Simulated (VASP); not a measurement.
# FeCo3Ge4 (C2/m) in VASP: single point with PBE

Aim: the single point of FeCo3Ge4 with PBE.

All numbers are computed with VASP 6.6.1; they aren't measurements. Logs are shortened: lines on timing, memory, paths and dates and some standing lists are left out, and cuts for length are marked.

## Step 1: The cell of the first run

The structure is monoclinic, space group C2/m (No. 12). Conventional cell: a = 11.982 Å, b = 3.798 Å, c = 4.842 Å, α = 90.00°, β = 99.64°, γ = 90.00°. Co (site symmetry m) has 7 Ge at 2.39 to 3.10 Å and 1 Fe at 2.59 Å and 3 Co at 2.62 to 2.74 Å within 3.2 Å. Co (site symmetry 2/m) has 6 Ge at 2.40 to 2.47 Å and 2 Fe at 2.42 Å and 2 Co at 2.62 Å within 3.2 Å. Ge (site symmetry m) has 5 Co at 2.41 to 2.54 Å and 1 Fe at 2.52 Å and 7 Ge at 2.88 to 3.40 Å within 3.4 Å. Within 3.4 Å of Ge (site symmetry m) lie 5 Co at 2.39 to 3.10 Å and 2 Fe at 2.42 Å and 7 Ge at 2.95 to 3.40 Å. Fe (site symmetry 2/m) has 6 Ge at 2.42 to 2.52 Å and 4 Co at 2.42 to 2.59 Å within 3.2 Å.

## Step 2: Single point, PBE, collinear spin

INCAR

```
SYSTEM = FeCo3Ge4
PREC = Accurate
ENCUT = 520
EDIFF = 1E-7
ISMEAR = 0
SIGMA = 0.1
LREAL = .FALSE.
LASPH = .TRUE.
NELM = 150
ALGO = Fast
ISIF = 2
LWAVE = .FALSE.
LCHARG = .FALSE.
ISPIN = 2
MAGMOM = 0 0 -0.65 0 0 0 0 -1.48
LORBIT = 11
LMAXMIX = 4
GGA = PE
NBANDS = 60
```

KPOINTS

```
regular mesh
0
G
  6 6 4
  0 0 0
```

POSCAR

```
FeCo3Ge4
1.0
    5.9909694000     -1.8992159000      0.0000000000
    5.9909694000      1.8992159000      0.0000000000
   -0.8106589000      0.0000000000      4.7733994000
Co Ge Fe
3 4 1
Direct
    0.8048920000      0.8048920000      0.1767930000
    0.1951080000      0.1951080000      0.8232070000
    0.0000000000      0.0000000000      0.0000000000
    0.1850410000      0.1850410000      0.3161170000
    0.8149590000      0.8149590000      0.6838830000
    0.4270860000      0.4270860000      0.2165060000
    0.5729140000      0.5729140000      0.7834940000
    0.0000000000      0.0000000000      0.5000000000
```

Potentials or basis: VASP PAW PBE potentials, release 64 (Co, Ge_d, Fe).

Launch:

```bash
$ cat potpaw_PBE.64/Co/POTCAR potpaw_PBE.64/Ge_d/POTCAR potpaw_PBE.64/Fe/POTCAR > POTCAR
$ mpirun -np 1 vasp_std > vasp.out
```

OUTCAR:

```text
SYSTEM = FeCo3Ge4
   PREC = Accurate
   ENCUT = 520
   EDIFF = 1E-7
   ISMEAR = 0
   LREAL = .FALSE.
   LASPH = .TRUE.
   NELM = 150
   ISIF = 2
   ISPIN = 2
   LORBIT = 11
   GGA = PE

 ion  position               nearest neighbor table
   1  0.805  0.805  0.177-   6 2.39   6 2.39   5 2.41   5 2.44   4 2.54   4 2.54   8 2.59   3 2.62
                             2 2.74   2 2.74
   2  0.195  0.195  0.823-   7 2.39   7 2.39   4 2.41   4 2.44   5 2.54   5 2.54   8 2.59   3 2.62
                             1 2.74   1 2.74
   3  0.000  0.000  0.000-   7 2.40   7 2.40   6 2.40   6 2.40   8 2.42   8 2.42   4 2.47   5 2.47
                             1 2.62   2 2.62
   4  0.185  0.185  0.316-   2 2.41   2 2.44   3 2.47   8 2.52   1 2.54   1 2.54   5 2.88   5 2.88

   5  0.815  0.815  0.684-   1 2.41   1 2.44   3 2.47   8 2.52   2 2.54   2 2.54   4 2.88   4 2.88

   6  0.427  0.427  0.217-   1 2.39   1 2.39   3 2.40   3 2.40   8 2.42   8 2.42
   7  0.573  0.573  0.783-   2 2.39   2 2.39   3 2.40   3 2.40   8 2.42   8 2.42
   8  0.000  0.000  0.500-   7 2.42   7 2.42   6 2.42   6 2.42   3 2.42   3 2.42   5 2.52   4 2.52
                             1 2.59   2 2.59

  LATTYP: Found a base centered monoclinic cell.
 ALAT       =    11.9819388000
 B/A-ratio  =     0.3170131198
 C/A-ratio  =     0.4040870709
 COS(beta)  =    -0.1674310894

  Lattice vectors:

 A1 = (   5.9909694000,  -1.8992159000,   0.0000000000)
 A2 = (   5.9909694000,   1.8992159000,   0.0000000000)
 A3 = (  -0.8106589000,   0.0000000000,   4.7733994000)

Analysis of symmetry for initial positions (statically):
=====================================================================
 Subroutine PRICEL returns:
 Original cell was already a primitive cell.

 Routine SETGRP: Setting up the symmetry group for a
 base centered monoclinic supercell.

 Subroutine GETGRP returns: Found  4 space group operations
 (whereof  4 operations were pure point group operations)
 out of a pool of  4 trial point group operations.

The static configuration has the point symmetry C_2h.

Analysis of symmetry for dynamics (positions and initial velocities):
=====================================================================
 Subroutine PRICEL returns:
 Original cell was already a primitive cell.

 Routine SETGRP: Setting up the symmetry group for a
 base centered monoclinic supercell.

 Subroutine GETGRP returns: Found  4 space group operations
 (whereof  4 operations were pure point group operations)
 out of a pool of  4 trial point group operations.

The dynamic configuration has the point symmetry C_2h.

Analysis of structural, dynamic, and magnetic symmetry:
=====================================================================
 Subroutine PRICEL returns:
 Original cell was already a primitive cell.

[... 168 lines left out ...]
 E-fermi :   8.4741     XC(G=0): -12.4780

 val. band max:        8.4737178042   @ k =   0.3333   0.1667   0.5000
 cond. band min:       8.4750055918   @ k =   0.5000   0.1667   0.2500
 fundamental gap:      0.0012877876
 Fermi energy:         8.4740996016

 spin component 1

 k-point     1 :       0.0000    0.0000    0.0000
  band No.  band energies     occupation
      1     -16.1312      1.00000
      2     -16.1058      1.00000
      3     -16.0958      1.00000
      4     -16.0891      1.00000
      5     -16.0836      1.00000
      6     -16.0610      1.00000
[... 1429 lines left out ...]
     56      14.3703      0.00000
     57      14.4914      0.00000

 [... further k-points ...]

 spin component 2

 k-point     1 :       0.0000    0.0000    0.0000
  band No.  band energies     occupation
      1     -16.1277      1.00000
      2     -16.1014      1.00000
      3     -16.0937      1.00000
      4     -16.0847      1.00000
      5     -16.0822      1.00000
      6     -16.0578      1.00000
[... 1429 lines left out ...]
     56      14.2417      0.00000
     57      14.4103      0.00000

 [... further k-points ...]

 [bands above 57 left out]

------------------------ aborting loop because EDIFF is reached ----------------------------------------

  FORCE on cell =-STRESS in cart. coord.  units (eV):
  Direction    XX          YY          ZZ          XY          YZ          ZX
  --------------------------------------------------------------------------------------
  -------------------------------------------------------------------------------------
  Total        0.0649766     -0.0166103     -0.0096991      0.0000000      0.0000000     -0.0161651
  in kB        0.9583807     -0.2449960     -0.1430580      0.0000000      0.0000000     -0.2384301
  external PRESSURE =       0.1901089 kB  Pullay stress =       0.0000000 kB

 VOLUME and BASIS-vectors are now :
 -----------------------------------------------------------------------------
  energy-cutoff  :      520.00
  volume of cell :      108.62
      direct lattice vectors                 reciprocal lattice vectors
     5.990969400 -1.899215900  0.000000000     0.083458947 -0.263266541  0.014173702
     5.990969400  1.899215900  0.000000000     0.083458947  0.263266541  0.014173702
    -0.810658900  0.000000000  4.773399400     0.000000000  0.000000000  0.209494307

 POSITION                                       TOTAL-FORCE (eV/Angst)
 -----------------------------------------------------------------------------------
      9.50085      0.00000      0.84390        -0.017476      0.000000      0.002224
      1.67043      0.00000      3.92950         0.017476      0.000000     -0.002224
      0.00000      0.00000      0.00000         0.000000      0.000000      0.000000
      1.96089      0.00000      1.50895        -0.009276      0.000000     -0.005279
      9.21039      0.00000      3.26445         0.009276      0.000000      0.005279
      4.94181      0.00000      1.03347        -0.020740      0.000000     -0.012530
      6.22947      0.00000      3.73993         0.020740      0.000000      0.012530
     -0.40533      0.00000      2.38670         0.000000     -0.000000      0.000000
 -----------------------------------------------------------------------------------
    total drift:                                0.000000     -0.000000      0.000000

  FREE ENERGIE OF THE ION-ELECTRON SYSTEM (eV)
  ---------------------------------------------------
  free  energy   TOTEN  =       -48.7992392198 eV

  energy  without entropy=      -48.7772049567  energy(sigma->0) =      -48.78822209

 total charge

# of ion       s       p       d       tot
------------------------------------------
    1        0.412   0.497   7.484   8.393
    2        0.412   0.497   7.484   8.393
    3        0.455   0.571   7.471   8.497
    4        1.123   1.155  10.078  12.356
    5        1.123   1.155  10.078  12.356
    6        1.132   1.220  10.098  12.450
    7        1.132   1.220  10.098  12.450
    8        0.435   0.567   6.441   7.444
--------------------------------------------------
tot          6.222   6.884  69.234  82.340

 magnetization (x)

# of ion       s       p       d       tot
------------------------------------------
    1        0.001   0.003   0.055   0.060
    2        0.001   0.003   0.055   0.060
    3        0.000   0.005  -0.563  -0.558
    4        0.001   0.017  -0.001   0.017
    5        0.001   0.017  -0.001   0.017
    6        0.002   0.025   0.001   0.028
    7        0.002   0.025   0.001   0.028
    8       -0.009  -0.010  -1.319  -1.338
--------------------------------------------------
tot          0.001   0.085  -1.772  -1.687
```

stdout:

```text
[... 28 lines left out ...]
```

Run time: 16 min. Hardware: 1 thread of AMD EPYC 9755, shared host; peak memory 0.61 GiB.

What came out:

| Property | Result |
| --- | --- |
| Free energy | -48.7992 eV |
| Pressure | 0.0 GPa |
| Largest force | 0.024 eV/Å |
| Net moment | -1.67 μB per cell |
| Site moments | Co +0.06, -0.56 (each value once); Ge +0.02, +0.03 (each value once); Fe -1.34 μB |
| Valence electrons inside the program's atomic spheres | Co 8.39, 8.50 (each value once); Ge 12.36, 12.45 (each value once); Fe 7.44 |

Forces in eV/Å, atoms in the order of the input:
```
Co  -0.017  0.000  0.002
Co   0.017  0.000 -0.002
Co   0.000  0.000  0.000
Ge  -0.009  0.000 -0.005
Ge   0.009  0.000  0.005
Ge  -0.021  0.000 -0.013
Ge   0.021  0.000  0.013
Fe   0.000  0.000  0.000
```

Stress tensor (GPa, compression positive):
```
 0.10  0.00 -0.02
 0.00 -0.02  0.00
-0.02  0.00 -0.01
```
